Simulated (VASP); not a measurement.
# CuAu (P4/mmm) in VASP: relaxation of volume and atoms at fixed shape with LDA

Aim: the relaxation of volume and atoms at fixed shape of CuAu with LDA.

Program: VASP 6.6.1. These are calculated values, not measurements. Logs are shortened: lines on timing, memory, paths and dates and some standing lists are left out, and cuts for length are marked.

## Step 1: The cell of the first run

It takes space group P4/mmm (No. 123, tetragonal). Conventional cell: a = 2.811 Å, b = 2.811 Å, c = 3.685 Å, α = 90.00°, β = 90.00°, γ = 90.00°. Within 3.7 Å of Cu (site symmetry 4/mmm) lie 8 Au at 2.71 Å and 6 Cu at 2.81 to 3.69 Å. Au (site symmetry 4/mmm) has 8 Cu at 2.71 Å and 6 Au at 2.81 to 3.69 Å within 3.7 Å.

## Step 2: Relaxation of volume and atoms at fixed shape, LDA

Contents of INCAR:

```
SYSTEM = CuAu
PREC = Accurate
ENCUT = 820
EDIFF = 1E-7
ISMEAR = -1
SIGMA = 0.1
LREAL = .False.
LASPH = .True.
NELM = 120
ALGO = Normal
ISIF = 8
LWAVE = .False.
LCHARG = .False.
IBRION = 2
NSW = 60
EDIFFG = -0.02
GGA_COMPAT = .False.
NELMIN = 4
```

Contents of KPOINTS:

```
regular mesh
0
Gamma
  8 8 6
  0 0 0
```

Contents of POSCAR:

```
CuAu
1.0
    2.8107490000      0.0000000000      0.0000000000
    0.0000000000      2.8107490000      0.0000000000
    0.0000000000      0.0000000000      3.6850000000
Cu Au
1 1
Direct
    0.5000000000      0.5000000000      0.5000000000
    0.0000000000      0.0000000000      0.0000000000
```

Potentials or basis: VASP PAW LDA potentials, release 64 (Cu_sv_GW, Au_sv_GW).

Launch:

```console
> cat potpaw_LDA.64/Cu_sv_GW/POTCAR potpaw_LDA.64/Au_sv_GW/POTCAR > POTCAR
> mpirun -np 1 vasp_std > vasp.out
```

OUTCAR:

```text
SYSTEM = CuAu
   PREC = Accurate
   ENCUT = 820
   EDIFF = 1E-7
   ISMEAR = -1
   LREAL = .False.
   LASPH = .True.
   NELM = 120
   ISIF = 8
   IBRION = 2
   NSW = 60
   EDIFFG = -0.02
   NELMIN = 4

 ion  position               nearest neighbor table
   1  0.500  0.500  0.500-   2 2.71   2 2.71   2 2.71   2 2.71   2 2.71   2 2.71   2 2.71   2 2.71

   2  0.000  0.000  0.000-   1 2.71   1 2.71   1 2.71   1 2.71   1 2.71   1 2.71   1 2.71   1 2.71

  LATTYP: Found a simple tetragonal cell.
 ALAT       =     2.8107490000
 C/A-ratio  =     1.3110384456

  Lattice vectors:

 A1 = (   2.8107490000,   0.0000000000,   0.0000000000)
 A2 = (   0.0000000000,   2.8107490000,   0.0000000000)
 A3 = (   0.0000000000,   0.0000000000,   3.6850000000)

Analysis of symmetry for initial positions (statically):
=====================================================================
 Subroutine PRICEL returns:
 Original cell was already a primitive cell.

 Routine SETGRP: Setting up the symmetry group for a
 simple tetragonal supercell.

 Subroutine GETGRP returns: Found 16 space group operations
 (whereof 16 operations were pure point group operations)
 out of a pool of 16 trial point group operations.

The static configuration has the point symmetry D_4h.

Analysis of symmetry for dynamics (positions and initial velocities):
=====================================================================
 Subroutine PRICEL returns:
 Original cell was already a primitive cell.

 Routine SETGRP: Setting up the symmetry group for a
 simple tetragonal supercell.

 Subroutine GETGRP returns: Found 16 space group operations
 (whereof 16 operations were pure point group operations)
 out of a pool of 16 trial point group operations.

The dynamic configuration has the point symmetry D_4h.

 Subroutine INISYM returns: Found 16 space group operations
 (whereof 16 operations are pure point group operations),
 and found     1 'primitive' translations

----------------------------------------------------------------------------------------

                                     Primitive cell

  volume of cell :      29.1126

  direct lattice vectors                    reciprocal lattice vectors
     2.810749000  0.000000000  0.000000000     0.355777054  0.000000000  0.000000000
     0.000000000  2.810749000  0.000000000     0.000000000  0.355777054  0.000000000
     0.000000000  0.000000000  3.685000000     0.000000000  0.000000000  0.271370421
[... 92 lines left out ...]
   POTIM  = 0.5000    time-step for ionic-motion
   TEBEG  =    0.0;   TEEND  =   0.0 temperature during run
   PSTRESS=    0.0 pullay stress
   NELECT =      38.0000    total number of electrons
   NUPDOWN=      -1.0000    fix difference up-down
   EMIN   =  10.00;   EMAX   =-10.00  energy-range for DOS
   EFERMI =   0.00;   METHOD = LEGACY
   ISMEAR =    -1;   SIGMA  =   0.10  broadening in eV -4-tet -1-fermi 0-gaus
   EFERMI_NEDOS =   21; number of points for ismear=-14 and -15
   IALGO  =     38    algorithm
   IMIX   =      4    mixing-type and parameters
     AMIX     =   0.40;   BMIX     =  1.00
     AMIX_MAG =   1.60;   BMIX_MAG =  1.00
  volume/ion in A,a.u.               =      14.56        98.23
  Fermi-wavevector in a.u.,A,eV,Ry     =   1.789131  3.380967 43.552112  3.200990
  Thomas-Fermi vector in A             =   2.852167
   LORBIT       =      0    0 simple, 1 ext, 2 COOP (PROOUT), +10 PAW based schemes
   GGA     = CA    functional components
   LHFCALC =     F    Hartree Fock is set to
   AEXX    =    0.0000 exact exchange contribution
   IVDW    =     0    specifies the selected vdW correction
   LEPSILON=     F    determine dielectric tensor
   LRPA    =     F    only Hartree local field effects (RPA)
 conjugate gradient relaxation of ions
 non-spin polarized calculation
  energy-cutoff  :      820.00
  volume of cell :       29.11
 maximum number of plane-waves:      1577
 NGX is ok and might be reduce to    28
   NGX = 13   NGY = 13   NGZ = 17

--------------------------------------- Ionic step        1  -------------------------------------------

 number of electron      37.9999995 magnetization

 Free energy of the ion-electron system (eV)
  ---------------------------------------------------
  ext. energy  EPLUGINS =         0.00000000
  ---------------------------------------------------
  free energy    TOTEN  =        -8.70717662 eV

  energy without entropy =       -8.68528776  energy(sigma->0) =       -8.69623219

------------------------ aborting loop because EDIFF is reached ----------------------------------------

  FORCE on cell =-STRESS in cart. coord.  units (eV):
  Direction    XX          YY          ZZ          XY          YZ          ZX
  --------------------------------------------------------------------------------------
  -------------------------------------------------------------------------------------
  Total       -1.4291160     -1.4291160     -1.7888257      0.0000000      0.0000000      0.0000000
  in kB      -78.6495848    -78.6495848    -98.4457520      0.0000000      0.0000000      0.0000000
  external PRESSURE =     -85.2483072 kB  Pullay stress =       0.0000000 kB
[... 59 lines left out ...]
--------------------------------------- Ionic step        3  -------------------------------------------

 number of electron      37.9999998 magnetization

 Free energy of the ion-electron system (eV)
  ---------------------------------------------------
  ext. energy  EPLUGINS =         0.00000000
  ---------------------------------------------------
  free energy    TOTEN  =        -8.74721848 eV

  energy without entropy =       -8.72492349  energy(sigma->0) =       -8.73607099

 E-fermi :   8.7767     XC(G=0): -13.9824

 val. band max:        8.7548413525   @ k =   0.5000   0.1250   0.0000
 cond. band min:       8.8008816952   @ k =   0.5000   0.1250   0.1667
 fundamental gap:      0.0460403427
 Fermi energy:         8.7766853528

 k-point     1 :       0.0000    0.0000    0.0000
  band No.  band energies     occupation
      1    -102.5770      2.00000
      2     -96.9984      2.00000
      3     -60.5593      2.00000
      4     -60.5359      2.00000
      5     -60.5359      2.00000
      6     -48.5926      2.00000
[... 613 lines left out ...]
     22      16.4875      0.00000
     23      22.0808      0.00000

 [... further k-points ...]

------------------------ aborting loop because EDIFF is reached ----------------------------------------

  FORCE on cell =-STRESS in cart. coord.  units (eV):
  Direction    XX          YY          ZZ          XY          YZ          ZX
  --------------------------------------------------------------------------------------
  -------------------------------------------------------------------------------------
  Total        0.1224581      0.1224581     -0.2637301      0.0000000     -0.0000000      0.0000000
  in kB        7.0825846      7.0825846    -15.2533080      0.0000000     -0.0000000      0.0000000
  external PRESSURE =      -0.3627129 kB  Pullay stress =       0.0000000 kB
[... 17 lines left out ...]
  FREE ENERGIE OF THE ION-ELECTRON SYSTEM (eV)
  ---------------------------------------------------
  free  energy   TOTEN  =        -8.7472184756 eV

  energy  without entropy=       -8.7249234947  energy(sigma->0) =       -8.73607099

 reached required accuracy - stopping structural energy minimisation
```

Wall time 3 min (1 thread of Intel Xeon Platinum 8488C (Sapphire Rapids), shared host); peak memory 0.26 GiB.

What came out:

```
Free energy                           : -8.7472 eV
Relaxed volume                        : 13.85 Å³/atom
Relaxed cell                          : a = 2.765 Å, b = 2.765 Å, c = 3.624 Å, α = 90.00°, β = 90.00°, γ = 90.00°
Space group after relaxing (to 0.1 Å) : P4/mmm (No. 123)
Energy gained by relaxing             : 20.0 meV/atom
Ionic steps                           : 3
Pressure after relaxing               : 0.0 GPa
Band gap on the k mesh                : zero (bands 19 and 20 overlap by 7.52 eV)
```

The path:
| step | energy change (eV) | largest force (eV/Å) | pressure (GPa) | volume (Å³) |
| --- | --- | --- | --- | --- |
| 1 | 0.0000 | 0.0000 | -8.52 | 29.11 |
| 2 | 0.0332 | 0.0000 | 14.72 | 25.97 |
| 3 | -0.0400 | 0.0000 | -0.04 | 27.70 |

Final structure:
```
CELL_PARAMETERS angstrom
2.76459 0.00000 0.00000
0.00000 2.76459 0.00000
0.00000 0.00000 3.62448
ATOMIC_POSITIONS crystal
Cu 0.50000 0.50000 0.50000
Au 0.00000 0.00000 0.00000
```

Caveat: spin-orbit coupling is left out, which moves the levels of the heavy elements. LDA usually gives volumes a few per cent too small.

The gap in the log of VASP goes by the Fermi energy; the results here count the filled bands.